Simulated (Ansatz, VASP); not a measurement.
**Two plane-wave programs on SiO2**

```
Si O
1.0
     0.00000    3.62509    3.62509
     3.62509    0.00000    3.62509
     3.62509    3.62509    0.00000
Si O
2 4
Direct
  0.50000 0.50000 0.50000
  0.75000 0.75000 0.75000
  0.62500 0.62500 0.62500
  0.12500 0.62500 0.62500
  0.62500 0.62500 0.12500
  0.62500 0.12500 0.62500
```

Alike in both runs: task single point; functional r2SCAN; k mesh 6 × 6 × 6; occupations gaussian, width 0.02 eV; no spin polarisation.

|  | VASP | Ansatz |
| --- | --- | --- |
| version | VASP 6.6.1 | Ansatz 0.2.0 |
| potentials or method | VASP PAW PBE potentials, release 64 (Si, O), cutoff 520 eV | scalar-relativistic, plane waves, PAW |
| valence electrons in the cell | 32 | 32 |

Ansatz gave:

| Property | Result |
| --- | --- |
| gap on the k mesh at the Fermi level (eV) | 6.15 |
| least direct gap on the mesh (eV) | 6.15 |
| pressure (GPa) | 11.0 |

Task: What did VASP give for the same quantities?

Result: gap on the k mesh at the Fermi level (eV): 6.13; least direct gap on the mesh (eV): 6.14; pressure (GPa): 11.1.

VASP's potentials were made for PBE, not for r2SCAN.
